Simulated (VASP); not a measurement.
# MnAs (P6_3/mmc) in VASP: a series of runs

Runs on MnAs. Level: PBE. Tasks: single point.

Program: VASP 6.6.1. These are calculated values, not measurements. Logs are shortened: lines on timing, memory, paths and dates and some standing lists are left out, and cuts for length are marked.

### Step 1. The cell of the first run

Symmetry: P6_3/mmc, No. 194, hexagonal system. The conventional cell has a = 3.710 Å, b = 3.710 Å, c = 5.919 Å, α = 90.00°, β = 90.00°, γ = 120.00°. As (site symmetry -6m2) has 6 Mn at 2.60 Å within 3.4 Å. Mn (site symmetry -3m) has 6 As at 2.60 Å and 2 Mn at 2.96 Å within 3.4 Å.

### Step 2. Single point, PBE, collinear spin, ferromagnetic start

File INCAR:

```
PREC = Accurate ; ENCUT = 520
EDIFF = 1E-7 ; ISMEAR = -1
SIGMA = 0.05 ; LREAL = F
LASPH = T ; NELM = 150
ALGO = Normal ; ISIF = 2
LWAVE = F ; LCHARG = F
ISPIN = 2 ; MAGMOM = 0 0 4 4
LORBIT = 11 ; LMAXMIX = 4
GGA = PE ; NBANDS = 30
```

File KPOINTS:

```
Automatic mesh
0
Gamma
  7 7 4
```

File POSCAR:

```
MnAs
1.0
    3.7100000000      0.0000000000      0.0000000000
   -1.8550000000      3.2129542480      0.0000000000
    0.0000000000      0.0000000000      5.9186400000
As Mn
2 2
Direct
    0.6666666667      0.3333333333      0.7500000000
    0.3333333333      0.6666666667      0.2500000000
    0.0000000000      0.0000000000      0.5000000000
    0.0000000000      0.0000000000      0.0000000000
```

Potentials or basis: VASP PAW PBE potentials, release 64 (As, Mn_pv).

On the command line:

```bash
$ cat potpaw_PBE.64/As/POTCAR potpaw_PBE.64/Mn_pv/POTCAR > POTCAR
$ mpirun -np 1 vasp_std > vasp.out
```

OUTCAR:

```text
PREC = Accurate
   ENCUT = 520
   EDIFF = 1E-7
   ISMEAR = -1
   LREAL = F
   LASPH = T
   NELM = 150
   ISIF = 2
   ISPIN = 2
   LORBIT = 11
   GGA = PE

 ion  position               nearest neighbor table
   1  0.667  0.333  0.750-   3 2.60   4 2.60   3 2.60   4 2.60   3 2.60   4 2.60
   2  0.333  0.667  0.250-   3 2.60   4 2.60   3 2.60   4 2.60   3 2.60   4 2.60
   3  0.000  0.000  0.500-   1 2.60   2 2.60   2 2.60   1 2.60   1 2.60   2 2.60   4 2.96   4 2.96

   4  0.000  0.000  0.000-   1 2.60   2 2.60   2 2.60   1 2.60   1 2.60   2 2.60   3 2.96   3 2.96

  LATTYP: Found a hexagonal cell.
 ALAT       =     3.7100000000
 C/A-ratio  =     1.5953207547

  Lattice vectors:

 A1 = (   3.7100000000,   0.0000000000,   0.0000000000)
 A2 = (  -1.8550000000,   3.2129542480,   0.0000000000)
 A3 = (   0.0000000000,   0.0000000000,   5.9186400000)

Analysis of symmetry for initial positions (statically):
=====================================================================
 Subroutine PRICEL returns:
 Original cell was already a primitive cell.

 Routine SETGRP: Setting up the symmetry group for a
 hexagonal supercell.

 Subroutine GETGRP returns: Found 24 space group operations
 (whereof 12 operations were pure point group operations)
 out of a pool of 24 trial point group operations.

The static configuration has the point symmetry D_3d.
 The point group associated with its full space group is D_6h.

Analysis of symmetry for dynamics (positions and initial velocities):
=====================================================================
 Subroutine PRICEL returns:
 Original cell was already a primitive cell.

 Routine SETGRP: Setting up the symmetry group for a
 hexagonal supercell.

 Subroutine GETGRP returns: Found 24 space group operations
 (whereof 12 operations were pure point group operations)
 out of a pool of 24 trial point group operations.

The dynamic configuration has the point symmetry D_3d.
 The point group associated with its full space group is D_6h.

Analysis of structural, dynamic, and magnetic symmetry:
=====================================================================
 Subroutine PRICEL returns:
 Original cell was already a primitive cell.

 Routine SETGRP: Setting up the symmetry group for a
 hexagonal supercell.

 Subroutine GETGRP returns: Found 24 space group operations
 (whereof 12 operations were pure point group operations)
 out of a pool of 24 trial point group operations.

The overall configuration has the point symmetry D_3d.
 The point group associated with its full space group is D_6h.

 Subroutine INISYM returns: Found 24 space group operations
 (whereof 12 operations are pure point group operations),
 and found     1 'primitive' translations

----------------------------------------------------------------------------------------

                                     Primitive cell

  volume of cell :      70.5505

  direct lattice vectors                    reciprocal lattice vectors
     3.710000000  0.000000000  0.000000000     0.269541779  0.155620019  0.000000000
    -1.855000000  3.212954248  0.000000000     0.000000000  0.311240037  0.000000000
     0.000000000  0.000000000  5.918640000     0.000000000  0.000000000  0.168957734

  length of vectors
     3.710000000  3.710000000  5.918640000     0.311240037  0.311240037  0.168957734

  position of ions in fractional coordinates (direct lattice)
     0.666666667  0.333333333  0.750000000
     0.333333333  0.666666667  0.250000000
     0.000000000  0.000000000  0.500000000
     0.000000000  0.000000000  0.000000000

  ion indices of the primitive-cell ions
   primitive index   ion index
                 1           1
                 2           2
                 3           3
                 4           4

----------------------------------------------------------------------------------------

 KPOINTS: Automatic mesh

Automatic generation of k-mesh.
 Grid dimensions read from file:
 generate k-points for:    7    7    4

 Generating k-lattice:

  Cartesian coordinates                     Fractional coordinates (reciprocal lattice)
     0.038505968  0.022231431  0.000000000     0.142857143 -0.000000000  0.000000000
     0.000000000  0.044462862  0.000000000     0.000000000  0.142857143  0.000000000
     0.000000000  0.000000000  0.042239433     0.000000000  0.000000000  0.250000000

  Length of vectors
     0.044462862  0.044462862  0.042239433

  Shift w.r.t. Gamma in fractional coordinates (k-lattice)
     0.000000000  0.000000000  0.000000000

 Subroutine IBZKPT returns following result:
 ===========================================

 Found     24 irreducible k-points:

 Following reciprocal coordinates:
            Coordinates               Weight
  0.000000  0.000000  0.000000      1.000000
  0.142857  0.000000  0.000000      6.000000
  0.285714  0.000000  0.000000      6.000000
  0.428571  0.000000  0.000000      6.000000
  0.142857  0.142857  0.000000      6.000000
  0.285714  0.142857  0.000000     12.000000
[... 16 lines left out ...]
  0.428571  0.142857  0.500000      6.000000
  0.285714  0.285714  0.500000      6.000000
   k-points           NKPTS =     24   k-points in BZ     NKDIM =     24   number of bands    NBANDS=     30
   number of dos      NEDOS =    301   number of ions     NIONS =      4
   total plane-waves  NPLWV =  37632
   dimension x,y,z NGX =    28 NGY =   28 NGZ =   48
   dimension x,y,z NGXF=    56 NGYF=   56 NGZF=   96
   ions per type =               2   2
   NGX,Y,Z   is equivalent  to a cutoff of  12.55, 12.55, 13.48 a.u.
   NGXF,Y,Z  is equivalent  to a cutoff of  25.09, 25.09, 26.96 a.u.
 SYSTEM =  unknown system
   PREC   = accura    normal or accurate (medium, high low for compatibility)
   ISTART =      0    job   : 0-new  1-cont  2-samecut
   ICHARG =      2    charge: 1-file 2-atom 10-const
   ISPIN  =      2    spin polarized calculation?
   LNONCOLLINEAR =      F non collinear calculations
   LSORBIT =      F    spin-orbit coupling
   LASPH  =      T    aspherical Exc in radial PAW
   ENCUT  =  520.0 eV  38.22 Ry    6.18 a.u.   6.90  6.90 11.00*2*pi/ulx,y,z
   NELM   =    150;   NELMIN=  2; NELMDL= -5     # of ELM steps
   EDIFF  = 0.1E-06   stopping-criterion for ELM
   LREAL  =      F    real-space projection
   EDIFFG = 0.1E-05   stopping-criterion for IOM
   NSW    =      0    number of steps for IOM
   IBRION =     -1    ionic relax: 0-MD 1-quasi-New 2-CG
   NFREE  =      0    steps in history (QN), initial steepest desc. (CG)
   ISIF   =      2    stress and relaxation
   ISYM   =      2    0-nonsym 1-usesym 2-fastsym
   POTIM  = 0.5000    time-step for ionic-motion
   TEBEG  =    0.0;   TEEND  =   0.0 temperature during run
   PSTRESS=    0.0 pullay stress
   NELECT =      36.0000    total number of electrons
   NUPDOWN=      -1.0000    fix difference up-down
   EMIN   =  10.00;   EMAX   =-10.00  energy-range for DOS
   EFERMI =   0.00;   METHOD = LEGACY
   ISMEAR =    -1;   SIGMA  =   0.05  broadening in eV -4-tet -1-fermi 0-gaus
   EFERMI_NEDOS =   21; number of points for ismear=-14 and -15
   IALGO  =     38    algorithm
   IMIX   =      4    mixing-type and parameters
     AMIX     =   0.40;   BMIX     =  1.00
     AMIX_MAG =   1.60;   BMIX_MAG =  1.00
  volume/ion in A,a.u.               =      17.64       119.02
  Fermi-wavevector in a.u.,A,eV,Ry     =   1.308204  2.472147 23.284987  1.711398
  Thomas-Fermi vector in A             =   2.438887
   LORBIT       =     11    0 simple, 1 ext, 2 COOP (PROOUT), +10 PAW based schemes
   GGA     = PE    functional components
   LHFCALC =     F    Hartree Fock is set to
   AEXX    =    0.0000 exact exchange contribution
   IVDW    =     0    specifies the selected vdW correction
   LEPSILON=     F    determine dielectric tensor
   LRPA    =     F    only Hartree local field effects (RPA)
 spin polarized calculation
  energy-cutoff  :      520.00
  volume of cell :       70.55
 maximum number of plane-waves:      1912
 NGX is ok and might be reduce to    28
   NGX = 13   NGY = 13   NGZ = 23

 number of electron      35.9999959 magnetization       6.5176103

 Free energy of the ion-electron system (eV)
  ---------------------------------------------------
  ext. energy  EPLUGINS =         0.00000000
  ---------------------------------------------------
  free energy    TOTEN  =       -28.12186245 eV

  energy without entropy =      -28.10243648  energy(sigma->0) =      -28.11214946

 E-fermi :   6.4483     XC(G=0): -10.9796

 val. band max:        6.4283106463   @ k =   0.2857   0.0000   0.5000
 cond. band min:       6.4534526722   @ k =   0.2857   0.0000   0.0000
 fundamental gap:      0.0251420259
 Fermi energy:         6.4483441966

 spin component 1

 k-point     1 :       0.0000    0.0000    0.0000
  band No.  band energies     occupation
      1     -43.6132      1.00000
      2     -43.6132      1.00000
      3     -43.6074      1.00000
      4     -43.6074      1.00000
      5     -43.4442      1.00000
      6     -43.3817      1.00000
[... 781 lines left out ...]
     29      15.2634      0.00000
     30      15.2634      0.00000
 Fermi energy:         6.4483441966

 spin component 2

 k-point     1 :       0.0000    0.0000    0.0000
  band No.  band energies     occupation
      1     -40.0384      1.00000
      2     -40.0354      1.00000
      3     -40.0354      1.00000
      4     -40.0282      1.00000
      5     -40.0282      1.00000
      6     -39.9639      1.00000
[... 781 lines left out ...]
     29      15.6628      0.00000
     30      15.6628      0.00000

------------------------ aborting loop because EDIFF is reached ----------------------------------------

  FORCE on cell =-STRESS in cart. coord.  units (eV):
  Direction    XX          YY          ZZ          XY          YZ          ZX
  --------------------------------------------------------------------------------------
  -------------------------------------------------------------------------------------
  Total       -1.7433613     -1.7433613     -3.9104560      0.0000000      0.0000000     -0.0000000
  in kB      -39.5911031    -39.5911031    -88.8050381      0.0000000      0.0000000     -0.0000000
  external PRESSURE =     -55.9957481 kB  Pullay stress =       0.0000000 kB

 VOLUME and BASIS-vectors are now :
 -----------------------------------------------------------------------------
  energy-cutoff  :      520.00
  volume of cell :       70.55
      direct lattice vectors                 reciprocal lattice vectors
     3.710000000  0.000000000  0.000000000     0.269541779  0.155620019  0.000000000
    -1.855000000  3.212954248  0.000000000     0.000000000  0.311240037  0.000000000
     0.000000000  0.000000000  5.918640000     0.000000000  0.000000000  0.168957734

 POSITION                                       TOTAL-FORCE (eV/Angst)
 -----------------------------------------------------------------------------------
      1.85500      1.07098      4.43898        -0.000000      0.000000      0.000000
     -0.00000      2.14197      1.47966         0.000000     -0.000000      0.000000
      0.00000      0.00000      2.95932        -0.000000     -0.000000      0.000000
      0.00000      0.00000      0.00000        -0.000000     -0.000000      0.000000
 -----------------------------------------------------------------------------------
    total drift:                               -0.000000      0.000000     -0.000000

  FREE ENERGIE OF THE ION-ELECTRON SYSTEM (eV)
  ---------------------------------------------------
  free  energy   TOTEN  =       -28.1218624512 eV

  energy  without entropy=      -28.1024364753  energy(sigma->0) =      -28.11214946

 total charge

# of ion       s       p       d       tot
------------------------------------------
    1        1.232   1.494   0.043   2.769
    2        1.232   1.494   0.043   2.769
    3        0.269   6.220   5.028  11.517
    4        0.269   6.220   5.028  11.517
--------------------------------------------------
tot          3.002  15.428  10.142  28.573

 magnetization (x)

# of ion       s       p       d       tot
------------------------------------------
    1        0.014  -0.153   0.007  -0.132
    2        0.014  -0.153   0.007  -0.132
    3        0.039   0.023   3.267   3.329
    4        0.039   0.023   3.267   3.329
--------------------------------------------------
tot          0.106  -0.259   6.547   6.394
```

Wall time 2.9 min (1 thread of Oxide Virtual Turin-like, shared host); peak memory 0.22 GiB.

What came out:

```
Free energy                                           : -28.1219 eV
Pressure                                              : -5.6 GPa
Net moment                                            : 6.52 μB per cell
Site moments                                          : As -0.13; Mn +3.33 μB
Valence electrons inside the program's atomic spheres : As 2.77; Mn 11.52
```

Levels at points of the mesh, in eV from the Fermi level:
Spin up:
```csv
k point,band 19,band 20,band 21,band 22,band 23,band 24
"(0.00, 0.00, 0.00)",-0.89,0.67,0.67,1.11,2.73,2.73
"(0.00, 0.00, 0.50)",-1.28,-1.28,1.94,1.94,1.94,1.94
```
Spin down:
| k point | band 11 | band 12 | band 13 | band 14 | band 15 | band 16 | band 17 | band 18 | band 19 | band 20 |
| --- | --- | --- | --- | --- | --- | --- | --- | --- | --- | --- |
| (0.00, 0.00, 0.00) | -2.55 | -0.94 | 0.04 | 0.04 | 0.06 | 0.06 | 0.58 | 0.58 | 0.94 | 1.19 |
| (0.00, 0.00, 0.50) | -1.78 | -1.78 | -1.78 | -1.78 | 0.49 | 0.49 | 0.49 | 0.49 | 0.75 | 0.75 |

Caveat: only a ferromagnetic start was run, and an antiferromagnetic order may lie lower in energy.

### Step 3. Single point, PBE, collinear spin, ferromagnetic start

This run uses another cell than the first one, of 15.94 Å³/atom, 0.904 times its volume.

File INCAR:

```
SYSTEM = MnAs
PREC     = Accurate       ! precision mode
ENCUT    = 520            ! plane-wave cutoff, eV
EDIFF    = 1E-6           ! SCF threshold, eV
ISMEAR   = -1             ! smearing method
SIGMA    = 0.05           ! smearing width, eV
LREAL    = .False.        ! projectors in reciprocal space
LASPH    = .True.         ! aspherical terms in the spheres
NELM     = 150            ! most SCF steps
ALGO     = Normal         ! electronic algorithm
ISIF     = 2              ! what is computed and relaxed
LWAVE    = .False.        ! write WAVECAR
LCHARG   = .True.         ! write CHGCAR
ISPIN    = 2              ! spin polarisation
MAGMOM   = 0 0 4 4        ! initial moments
LORBIT   = 11             ! projections on sites
LMAXMIX  = 4              ! l up to which the mixer works
GGA      = PE             ! functional
LELF     = .True.         ! ELF
LVHAR    = .True.       
NBANDS   = 30             ! bands
```

File KPOINTS:

```
Automatic mesh
0
Gamma
  8 8 5
  0 0 0
```

File POSCAR:

```
MnAs
1.0
    3.6342644633      0.0000000000      0.0000000000
   -1.8171322317      3.1473653493      0.0000000000
    0.0000000000      0.0000000000      5.5748245447
As Mn
2 2
Direct
    0.6666666667      0.3333333333      0.7500000000
    0.3333333333      0.6666666667      0.2500000000
    0.0000000000      0.0000000000      0.5000000000
    0.0000000000      0.0000000000      0.0000000000
```

Potentials or basis: VASP PAW PBE potentials, release 64 (As, Mn_pv).

On the command line:

```bash
$ cat potpaw_PBE.64/As/POTCAR potpaw_PBE.64/Mn_pv/POTCAR > POTCAR
$ mpirun -np 1 vasp_std > vasp.out
```

Wall time 2.7 min (1 thread of Oxide Virtual Turin-like, shared host); peak memory 0.21 GiB.

Results (log left out):

| Quantity | Value |
| --- | --- |
| Free energy | -28.2778 eV |
| Pressure | -0.6 GPa |
| Net moment | 5.57 μB per cell |
| Site moments | As -0.12; Mn +2.87 μB |
| Valence electrons inside the program's atomic spheres | As 2.81; Mn 11.67 |

Stress tensor (GPa, compression positive):
```
-0.15  0.00  0.00
 0.00 -0.15  0.00
 0.00  0.00 -1.62
```

Levels at points of the mesh, in eV from the Fermi level:
Spin up:
```tsv
k point	band 17	band 18	band 19	band 20	band 21	band 22	band 23	band 24	band 25	band 26
(0.00, 0.00, 0.00)	-1.63	-1.63	-0.19	0.67	0.67	1.64	3.23	3.23	4.00	5.87
(0.50, 0.00, 0.00)	-2.02	-1.98	-1.95	-1.68	-1.43	-0.16	1.38	3.55	5.00	5.11
```
Spin down:
```tsv
k point	band 12	band 13	band 14	band 15	band 16	band 17	band 18	band 19
(0.00, 0.00, 0.00)	-1.39	-0.37	-0.37	-0.20	-0.20	0.61	0.61	1.14
(0.50, 0.00, 0.00)	-3.40	-2.98	-2.14	-1.59	0.50	0.59	0.66	0.69
```

Caveat: only a ferromagnetic start was run, and an antiferromagnetic order may lie lower in energy.

(Continued in part 2 of 2.)
